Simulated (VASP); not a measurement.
# PbO2 (P4_2/mnm) in VASP: further runs, part 2 of 2

VASP 6.6.1. The steps go on from the part before.

### Step 4. Relaxation of cell and atoms, PBEsol, target pressure 30 GPa, at which the enthalpy is minimised

Input file INCAR:

```
SYSTEM = PbO2
ALGO = Normal
EDIFF = 1E-6
EDIFFG = -0.01
ENCUT = 600
GGA = PS
IBRION = 2
ISIF = 3
ISMEAR = -1
LASPH = .TRUE.
LCHARG = .FALSE.
LREAL = .FALSE.
LWAVE = .FALSE.
NELM = 100
NSW = 60
PREC = Accurate
PSTRESS = 300.0
SIGMA = 0.05
```

Input file KPOINTS:

```
k-points
0
G
  6 6 8
  0 0 0
```

Input file POSCAR:

```
PbO2
1.0
    4.9949598700      0.0000000000      0.0000000000
    0.0000000000      4.9949598700      0.0000000000
    0.0000000000      0.0000000000      3.4090009600
Pb O
2 4
Direct
    0.5000000000      0.5000000000      0.5000000000
    0.0000000000      0.0000000000      0.0000000000
    0.6925710400      0.6925710400      0.0000000000
    0.8074289600      0.1925710400      0.5000000000
    0.1925710400      0.8074289600      0.5000000000
    0.3074289600      0.3074289600      0.0000000000
```

Potentials or basis: VASP PAW PBE potentials, release 64 (Pb_d, O).

Run with:

```
$ cat potpaw_PBE.64/Pb_d/POTCAR potpaw_PBE.64/O/POTCAR > POTCAR
$ mpirun -np 1 vasp_std > vasp.out
```

OUTCAR:

```text
SYSTEM = PbO2
   EDIFF = 1E-6
   EDIFFG = -0.01
   ENCUT = 600
   GGA = PS
   IBRION = 2
   ISIF = 3
   ISMEAR = -1
   LASPH = .TRUE.
   LREAL = .FALSE.
   NELM = 100
   NSW = 60
   PREC = Accurate
   PSTRESS = 300.0

 ion  position               nearest neighbor table
   1  0.500  0.500  0.500-   4 2.17   5 2.17   3 2.18   6 2.18   3 2.18   6 2.18   2 3.92   2 3.92
                             2 3.92   2 3.92   2 3.92   2 3.92   2 3.92   2 3.92
   2  0.000  0.000  0.000-   3 2.17   6 2.17   5 2.18   4 2.18   4 2.18   5 2.18   1 3.92   1 3.92
                             1 3.92   1 3.92   1 3.92   1 3.92   1 3.92   1 3.92
   3  0.693  0.693  0.000-   2 2.17   1 2.18   1 2.18
   4  0.807  0.193  0.500-   1 2.17   2 2.18   2 2.18
   5  0.193  0.807  0.500-   1 2.17   2 2.18   2 2.18
   6  0.307  0.307  0.000-   2 2.17   1 2.18   1 2.18

  LATTYP: Found a simple tetragonal cell.
 ALAT       =     4.9949598700
 C/A-ratio  =     0.6824881578

  Lattice vectors:

 A1 = (   4.9949598700,   0.0000000000,   0.0000000000)
 A2 = (   0.0000000000,   4.9949598700,   0.0000000000)
 A3 = (   0.0000000000,   0.0000000000,   3.4090009600)

Analysis of symmetry for initial positions (statically):
=====================================================================
 Subroutine PRICEL returns:
 Original cell was already a primitive cell.

 Routine SETGRP: Setting up the symmetry group for a
 simple tetragonal supercell.

 Subroutine GETGRP returns: Found 16 space group operations
 (whereof  8 operations were pure point group operations)
 out of a pool of 16 trial point group operations.

The static configuration has the point symmetry D_2h.
 The point group associated with its full space group is D_4h.

Analysis of symmetry for dynamics (positions and initial velocities):
=====================================================================
 Subroutine PRICEL returns:
 Original cell was already a primitive cell.

 Routine SETGRP: Setting up the symmetry group for a
 simple tetragonal supercell.

 Subroutine GETGRP returns: Found 16 space group operations
[... 144 lines left out ...]
 non-spin polarized calculation
  energy-cutoff  :      600.00
  volume of cell :       85.05
 maximum number of plane-waves:      2864
 NGX is ok and might be reduce to    40
   NGX = 19   NGY = 19   NGZ = 13

--------------------------------------- Ionic step        1  -------------------------------------------

 number of electron      52.0000009 magnetization

 Free energy of the ion-electron system (eV)
  ---------------------------------------------------
  ext. energy  EPLUGINS =         0.00000000
  ---------------------------------------------------
  free energy    TOTEN  =       -34.07459248 eV

  energy without entropy =      -34.07046818  energy(sigma->0) =      -34.07253033

------------------------ aborting loop because EDIFF is reached ----------------------------------------

  FORCE on cell =-STRESS in cart. coord.  units (eV):
  Direction    XX          YY          ZZ          XY          YZ          ZX
  --------------------------------------------------------------------------------------
  -------------------------------------------------------------------------------------
  Total        0.1745154      0.1745154      0.2671291     -0.0000000      0.0000000      0.0000000
  in kB        3.2874055      3.2874055      5.0320004     -0.0000000      0.0000000      0.0000000
  external PRESSURE =    -296.1310629 kB  Pullay stress =     300.0000000 kB
[... 29 lines left out ...]
--------------------------------------- Ionic step        2  -------------------------------------------

 number of electron      51.9999994 magnetization

 E-fermi :  11.4393     XC(G=0): -13.1470

 val. band max:       10.4572291796   @ k =   0.5000   0.0000   0.5000
 cond. band min:      12.5436840805   @ k =   0.0000   0.0000   0.0000
 fundamental gap:      2.0864549009
 Fermi energy:        11.4392577050

 k-point     1 :       0.0000    0.0000    0.0000
  band No.  band energies     occupation
      1     -12.4007      2.00000
      2     -11.5203      2.00000
      3      -8.6979      2.00000
      4      -8.6979      2.00000
      5      -7.1625      2.00000
      6      -6.6001      2.00000
[... 886 lines left out ...]
  energy  without entropy=      -33.2937653830  energy(sigma->0) =      -33.29453541

  enthalpy is  TOTEN    =       -19.3413189639 eV   P V=       13.9539864699

[... ionic steps 4 to 11 ...]

--------------------------------------- Ionic step       12  -------------------------------------------

 number of electron      51.9999991 magnetization

------------------------ aborting loop because EDIFF is reached ----------------------------------------
[... 79 lines left out ...]
--------------------------------------- Ionic step       14  -------------------------------------------

 number of electron      51.9999991 magnetization

 Free energy of the ion-electron system (eV)
  ---------------------------------------------------
  ext. energy  EPLUGINS =         0.00000000
  ---------------------------------------------------
  free energy    TOTEN  =       -33.08429947 eV

  energy without entropy =      -33.08296861  energy(sigma->0) =      -33.08363404

 E-fermi :   6.1663     XC(G=0): -11.7459

 val. band max:        6.0860561261   @ k =   0.5000   0.0000   0.5000
 cond. band min:       6.7895855954   @ k =   0.1667   0.0000   0.0000
 fundamental gap:      0.7035294693
 Fermi energy:         6.1662534589

 k-point     1 :       0.0000    0.0000    0.0000
  band No.  band energies     occupation
      1     -13.4143      2.00000
      2     -13.0467      2.00000
      3     -10.9506      2.00000
      4     -10.9506      2.00000
      5      -9.8191      2.00000
      6      -9.4615      2.00000
[... 844 lines left out ...]
  energy  without entropy=      -33.0829686085  energy(sigma->0) =      -33.08363404

  enthalpy is  TOTEN    =       -19.4446094260 eV   P V=       13.6396900399

 reached required accuracy - stopping structural energy minimisation
```

It took 7.7 min on 1 thread of Intel Xeon 6975P-C (Granite Rapids), shared host; peak memory 0.31 GiB.

What came out:

```yaml
Free_energy: -33.0843 eV
Relaxed_volume: 12.14 Å³/atom
Relaxed_cell: a = 4.637 Å, b = 4.637 Å, c = 3.387 Å, α = 90.00°, β = 90.00°, γ = 90.00°
Space_group_after_relaxing_to_0.1_Å: P4_2/mnm (No. 136)
Energy_change_on_relaxing_the_run_minimises_the_enthalpy: +165.0 meV/atom
Ionic_steps: 14
Pressure_after_relaxing: 30.1 GPa
Band_gap_on_the_k_mesh: zero (bands 26 and 27 overlap by 0.24 eV)
```

The path:
```
step  energy change (eV)  largest force (eV/Å)  pressure (GPa)  volume (Å³)
   1              0.0000                0.0064            0.39        85.05
   2              9.5441                1.8022          159.81        56.71
   3              0.7793                0.3849           26.69        74.52
   4              0.8890                0.4160           29.03        73.89
   5              0.9363                0.4291           30.01        73.63
   6              0.9829                0.2635           30.60        73.03
   7              0.9903                0.3092           30.67        72.99
   8              0.9035                0.1787           28.79        73.36
   9              0.8565                0.0920           27.58        73.60
  10              0.9687                0.0350           29.71        72.96
  11              0.9782                0.0453           29.88        72.91
  12              0.9808                0.0484           29.96        72.90
  13              0.9865                0.0196           30.04        72.86
  14              0.9903                0.0007           30.10        72.84
```

Final structure:
```
Pb O
1.0
     4.63746    0.00000    0.00000
     0.00000    4.63746    0.00000
     0.00000    0.00000    3.38715
Pb O
2 4
Cartesian
  2.3187 2.3187 1.6936
  0.0000 0.0000 0.0000
  3.2085 3.2085 3.3871
  3.7477 0.8898 1.6936
  0.8898 3.7477 1.6936
  1.4289 1.4289 0.0000
```

Caveat: the cell is relaxed towards a set pressure, so the run minimises the enthalpy, not the energy; semilocal functionals underestimate gaps, and a narrow one can read as zero; the PAW data sets were made with another functional, which shifts forces and pressure a little; spin-orbit coupling is left out, which moves the levels of the heavy elements.

### Step 5. Relaxation of cell and atoms, PBEsol+D3(BJ)

Input file INCAR:

```
SYSTEM = PbO2
  PREC = Accurate
  ENCUT = 600
  EDIFF = 1E-6
  ISMEAR = -1
  SIGMA = 0.05
  LREAL = .False.
  LASPH = .True.
  NELM = 100
  ALGO = Normal
  ISIF = 3
  LWAVE = .False.
  LCHARG = .False.
  GGA = PS
  IVDW = 12
  IBRION = 2
  NSW = 60
  EDIFFG = -0.01
```

Input file KPOINTS:

```
regular mesh
0
Gamma
  6 6 8
  0 0 0
```

POSCAR is that of step 4.

Run with:

```
$ cat potpaw_PBE.64/Pb_d/POTCAR potpaw_PBE.64/O/POTCAR > POTCAR
$ mpirun -np 1 vasp_std > vasp.out
```

Wall time 5.6 min (1 thread of Intel Xeon Platinum 8488C (Sapphire Rapids), shared host); peak memory 0.3 GiB.

Results (log left out):

- Free energy: -35.2465 eV
- Relaxed volume: 13.97 Å³/atom
- Relaxed cell: a = 4.961 Å, b = 4.961 Å, c = 3.407 Å, α = 90.00°, β = 90.00°, γ = 90.00°
- Space group after relaxing (to 0.1 Å): P4_2/mnm (No. 136)
- Energy gained by relaxing: 1.2 meV/atom
- Ionic steps: 7
- Pressure after relaxing: 0.0 GPa
- Largest force after relaxing: 0.007 eV/Å
- Band gap on the k mesh: 0.10 eV (least direct gap 0.13 eV)
- Dispersion energy per atom: -0.197 eV

Forces in eV/Å, atoms in the order of the input:
```
Pb   0.000  0.000  0.000
Pb   0.000  0.000  0.000
O   -0.005 -0.005  0.000
O    0.005 -0.005  0.000
O   -0.005  0.005  0.000
O    0.005  0.005  0.000
```

Step by step:
```tsv
step	energy change (eV)	largest force (eV/Å)	pressure (GPa)	volume (Å³)
1	0.0000	0.0075	-1.84	85.05
2	-0.0021	0.0538	1.60	83.06
3	-0.0064	0.0256	0.00	83.95
4	-0.0070	0.0042	0.00	83.89
5	-0.0072	0.0147	0.00	83.84
6	-0.0072	0.0186	0.02	83.83
7	-0.0072	0.0066	-0.03	83.84
```

Final structure:
```xyz
6
Lattice="4.9608 0.0000 0.0000 0.0000 4.9608 0.0000 0.0000 0.0000 3.4070" Properties=species:S:1:pos:R:3 pbc="T T T"
Pb    2.4804    2.4804    1.7035
Pb    0.0000    0.0000    0.0000
O     3.4366    3.4366    0.0000
O     4.0046    0.9562    1.7035
O     0.9562    4.0046    1.7035
O     1.5242    1.5242    0.0000
```

Levels at points of the mesh, in eV from the valence-band top:
```csv
k point,band 24,band 25,band 26,band 27,band 28,band 29
"(0.00, 0.00, 0.00)",-0.59,-0.59,-0.59,0.10,4.29,5.78
"(0.50, 0.00, 0.00)",-0.64,-0.36,-0.36,2.50,2.50,6.40
"(0.50, 0.50, 0.00)",-0.65,-0.46,-0.46,2.90,2.90,6.72
"(0.00, 0.00, 0.50)",-1.13,-0.78,-0.78,3.82,3.82,8.86
"(0.50, 0.00, 0.50)",-0.78,-0.16,-0.16,4.15,4.15,7.32
"(0.50, 0.50, 0.50)",-0.66,-0.51,-0.51,2.86,2.86,8.27
```

Caveat: the PAW data sets were made with another functional, which shifts forces and pressure a little; spin-orbit coupling is left out, which moves the levels of the heavy elements. A k mesh can miss the band edges.

### Step 6. Overview

```tsv
level	cell	gap on the mesh (eV)	pressure (GPa)	largest force (eV/Å)
PBEsol	relaxed to 10 GPa	0.12	10.0	-
PBEsol	relaxed to 20 GPa	none	20.1	0.01
PBEsol	relaxed to 30 GPa	none	30.1	-
PBEsol+D3(BJ)	relaxed	0.10	0.0	0.01
```

Alike in all rows: task relaxation of cell and atoms; potentials or basis VASP PAW PBE potentials, release 64 (Pb_d, O); no spin polarisation; k mesh 6 × 6 × 8; cutoff (eV) 600; smearing fermi-dirac 0.05 eV.

Caveats: the PAW data sets were made with another functional, which shifts forces and pressure a little; spin-orbit coupling is left out, which moves the levels of the heavy elements; the cell is relaxed towards a set pressure, so the run minimises the enthalpy, not the energy (at least some runs); semilocal functionals underestimate gaps, and a narrow one can read as zero (at least some runs); the smearing spreads over this small gap (at least some runs).

Absolute energies hang on the potentials; compare differences alone.

The gap in the log of VASP goes by the Fermi energy; the results here count the filled bands.